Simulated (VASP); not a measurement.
# Mo2Cl (P4/nmm) in VASP: notebook, part 2 of 2

VASP 6.6.1.

## Step 5: Single point, PBE, collinear spin

This run uses another cell than the first one, of 18.97 Å³/atom.

INCAR

```
PREC = Accurate
ENCUT = 520
EDIFF = 1E-6
ISMEAR = 0
SIGMA = 0.2
LREAL = F
LASPH = T
NELM = 150
ALGO = Normal
ISIF = 2
LWAVE = F
LCHARG = F
ISPIN = 2
MAGMOM = 1 1 1 1 0 0
LORBIT = 11
LMAXMIX = 4
GGA = PE
NBANDS = 48
```

KPOINTS

```
regular mesh
0
Gamma
  5 5 2
```

POSCAR

```
Mo2Cl
1.0
    3.1375993824      0.0000000000      0.0000000000
    0.0000000000      3.1375993824      0.0000000000
    0.0000000000      0.0000000000     11.5637455502
Mo Cl
4 2
Direct
    0.5000000000      0.0000000000      0.8016074308
    0.0000000000      0.5000000000      0.9319028259
    0.0000000000      0.5000000000      0.1983925692
    0.5000000000      0.0000000000      0.0680971741
    0.0000000000      0.5000000000      0.6540205064
    0.5000000000      0.0000000000      0.3459794936
```

Potentials or basis: VASP PAW PBE potentials, release 64 (Mo_sv, Cl).

Started as:

```sh
$ cat potpaw_PBE.64/Mo_sv/POTCAR potpaw_PBE.64/Cl/POTCAR > POTCAR
$ mpirun -np 1 vasp_std > vasp.out
```

OUTCAR:

```text
PREC = Accurate
   ENCUT = 520
   EDIFF = 1E-6
   ISMEAR = 0
   LREAL = F
   LASPH = T
   NELM = 150
   ISIF = 2
   ISPIN = 2
   LORBIT = 11
   GGA = PE

 ion  position               nearest neighbor table
   1  0.500  0.000  0.802-   2 2.68   2 2.68   2 2.68   2 2.68   5 2.80   5 2.80   5 2.80   5 2.80
                             4 3.08
   2  0.000  0.500  0.932-   1 2.68   1 2.68   1 2.68   1 2.68   4 2.72   4 2.72   4 2.72   4 2.72
                             3 3.08
   3  0.000  0.500  0.198-   4 2.68   4 2.68   4 2.68   4 2.68   6 2.80   6 2.80   6 2.80   6 2.80
                             2 3.08
   4  0.500  0.000  0.068-   3 2.68   3 2.68   3 2.68   3 2.68   2 2.72   2 2.72   2 2.72   2 2.72
                             1 3.08
   5  0.000  0.500  0.654-   1 2.80   1 2.80   1 2.80   1 2.80
   6  0.500  0.000  0.346-   3 2.80   3 2.80   3 2.80   3 2.80

  LATTYP: Found a simple tetragonal cell.
 ALAT       =     3.1375993824
 C/A-ratio  =     3.6855392103

  Lattice vectors:

 A1 = (   3.1375993824,   0.0000000000,   0.0000000000)
 A2 = (   0.0000000000,   3.1375993824,   0.0000000000)
 A3 = (   0.0000000000,   0.0000000000,  11.5637455502)

Analysis of symmetry for initial positions (statically):
=====================================================================
 Subroutine PRICEL returns:
 Original cell was already a primitive cell.

 Routine SETGRP: Setting up the symmetry group for a
 simple tetragonal supercell.

 Subroutine GETGRP returns: Found 16 space group operations
 (whereof  8 operations were pure point group operations)
 out of a pool of 16 trial point group operations.

The static configuration has the point symmetry D_2d.
 The point group associated with its full space group is D_4h.

Analysis of symmetry for dynamics (positions and initial velocities):
=====================================================================
 Subroutine PRICEL returns:
 Original cell was already a primitive cell.
[... 174 lines left out ...]

 spin component 1

 k-point     1 :       0.0000    0.0000    0.0000
  band No.  band energies     occupation
      1     -53.1596      1.00000
      2     -53.0791      1.00000
      3     -52.8759      1.00000
      4     -52.7221      1.00000
      5     -27.4155      1.00000
      6     -27.3518      1.00000
[... 589 lines left out ...]
     46      13.5941      0.00000
     47      13.6435      0.00000
 Fermi energy:         7.8616805385

 spin component 2

 k-point     1 :       0.0000    0.0000    0.0000
  band No.  band energies     occupation
      1     -53.1594      1.00000
      2     -53.0789      1.00000
      3     -52.8758      1.00000
      4     -52.7221      1.00000
      5     -27.4155      1.00000
      6     -27.3516      1.00000
[... 589 lines left out ...]
     46      13.5943      0.00000
     47      13.6440      0.00000
 [bands above 47 left out]

------------------------ aborting loop because EDIFF is reached ----------------------------------------

  FORCE on cell =-STRESS in cart. coord.  units (eV):
  Direction    XX          YY          ZZ          XY          YZ          ZX
  --------------------------------------------------------------------------------------
  -------------------------------------------------------------------------------------
  Total       -0.0853522     -0.0853522      0.1345173      0.0000000      0.0000000      0.0000000
  in kB       -1.2012451     -1.2012451      1.8931946      0.0000000      0.0000000      0.0000000
  external PRESSURE =      -0.1697652 kB  Pullay stress =       0.0000000 kB

 VOLUME and BASIS-vectors are now :
 -----------------------------------------------------------------------------
  energy-cutoff  :      520.00
  volume of cell :      113.84
      direct lattice vectors                 reciprocal lattice vectors
     3.137599382  0.000000000  0.000000000     0.318715004  0.000000000  0.000000000
     0.000000000  3.137599382  0.000000000     0.000000000  0.318715004  0.000000000
     0.000000000  0.000000000 11.563745550     0.000000000  0.000000000  0.086477171

 POSITION                                       TOTAL-FORCE (eV/Angst)
 -----------------------------------------------------------------------------------
      1.56880      0.00000      9.26958         0.000000     -0.000000      0.005080
      0.00000      1.56880     10.77629         0.000000      0.000000     -0.010028
      0.00000      1.56880      2.29416         0.000000     -0.000000     -0.005080
      1.56880      0.00000      0.78746         0.000000     -0.000000      0.010028
      0.00000      1.56880      7.56293         0.000000      0.000000     -0.002784
      1.56880      0.00000      4.00082         0.000000     -0.000000      0.002784
 -----------------------------------------------------------------------------------
    total drift:                                0.000000      0.000000      0.000000

  FREE ENERGIE OF THE ION-ELECTRON SYSTEM (eV)
  ---------------------------------------------------
  free  energy   TOTEN  =       -47.3605731518 eV

  energy  without entropy=      -47.2077021332  energy(sigma->0) =      -47.28413764

 total charge

# of ion       s       p       d       tot
------------------------------------------
    1        2.302   6.117   3.932  12.351
    2        2.396   6.200   3.965  12.560
    3        2.302   6.117   3.932  12.351
    4        2.396   6.200   3.965  12.560
    5        1.615   3.460   0.000   5.075
    6        1.615   3.460   0.000   5.075
--------------------------------------------------
tot         12.625  31.554  15.793  59.972

 magnetization (x)

# of ion       s       p       d       tot
------------------------------------------
    1        0.000   0.000   0.000   0.000
    2       -0.000   0.000  -0.000  -0.000
    3        0.000   0.000   0.000   0.000
    4       -0.000   0.000  -0.000  -0.000
    5       -0.000   0.000   0.000   0.000
    6       -0.000   0.000   0.000   0.000
--------------------------------------------------
tot          0.000   0.000   0.001   0.001
```

OSZICAR:

```text
N       E                     dE             d eps       ncg     rms          rms(c)
DAV:   1     0.795904335426E+03    0.79590E+03   -0.42305E+04  2384   0.145E+03
DAV:   2    -0.186264590186E+02   -0.81453E+03   -0.78730E+03  2640   0.446E+02
DAV:   3    -0.499984134432E+02   -0.31372E+02   -0.30224E+02  2816   0.832E+01
[... 11 lines left out ...]
DAV:  15    -0.473604962814E+02   -0.97577E-03   -0.81124E-04  2640   0.156E-01    0.739E-02
DAV:  16    -0.473605476955E+02   -0.51414E-04   -0.10491E-04  2568   0.551E-02    0.348E-02
DAV:  17    -0.473605706512E+02   -0.22956E-04   -0.27100E-05  2560   0.254E-02    0.135E-02
DAV:  18    -0.473605724497E+02   -0.17985E-05   -0.14865E-06  1784   0.677E-03    0.590E-03
DAV:  19    -0.473605731518E+02   -0.70207E-06   -0.11734E-06  1512   0.595E-03
   1 F= -.47360573E+02 E0= -.47284138E+02  d E =-.152871E+00  mag=     0.0005
```

Wall time 71 s (1 thread of Intel Xeon 6975P-C (Granite Rapids), shared host); peak memory 0.29 GiB.

Results:

| Item | Value |
| --- | --- |
| Free energy | -47.3606 eV |
| Pressure | 0.0 GPa |
| Largest force | 0.010 eV/Å |
| Band gap on the k mesh | zero (filled and empty bands overlap) |
| Net moment | 0.00 μB per cell |
| Valence electrons inside the program's atomic spheres | Mo 12.35, 12.56 (each value once); Cl 5.08 |

Forces in eV/Å, atoms in the order of the input:
```
Mo   0.000  0.000  0.005
Mo   0.000  0.000 -0.010
Mo   0.000  0.000 -0.005
Mo   0.000  0.000  0.010
Cl   0.000  0.000 -0.003
Cl   0.000  0.000  0.003
```

Stress tensor (GPa, compression positive):
```
-0.12  0.00  0.00
 0.00 -0.12  0.00
 0.00  0.00  0.19
```

Caveat: the k points lie up to 0.40 Å⁻¹ apart, too coarse for converged energies and pressures of a metal; this functional lacks dispersion, which binds layers or chains, so the pressure and a relaxed spacing across them are unreliable.

## Step 6: Summary

| spin | cell | k mesh | smearing | gap on the mesh (eV) | pressure (GPa) | largest force (eV/Å) |
| --- | --- | --- | --- | --- | --- | --- |
| off | a = 3.118, b = 3.118, c = 11.976 Å, 6 atoms, atomic positions A | 10 × 10 × 4 | gaussian 0.1 eV | none | 0.2 | 0.02 |
| off | a = 3.118, b = 3.118, c = 11.976 Å, 6 atoms, atomic positions B | 10 × 10 × 4 | gaussian 0.1 eV | none | 0.2 | 0.02 |
| off | a = 3.119, b = 3.119, c = 12.330 Å, 6 atoms, atomic positions C | 10 × 10 × 4 | gaussian 0.1 eV | none | 0.1 | 0.02 |
| collinear | a = 3.138, b = 3.138, c = 11.564 Å, 6 atoms, atomic positions D | 5 × 5 × 2 | gaussian 0.2 eV | none | 0.0 | 0.01 |

Alike in all rows: task single point; level PBE; potentials or basis VASP PAW PBE potentials, release 64 (Mo_sv, Cl); cutoff (eV) 520.

Caveats: some runs use coarse meshes; this functional lacks dispersion, which binds layers or chains, so the pressure and a relaxed spacing across them are unreliable.

Total energies depend on the potentials used, so only differences within one code and one set of settings carry meaning.
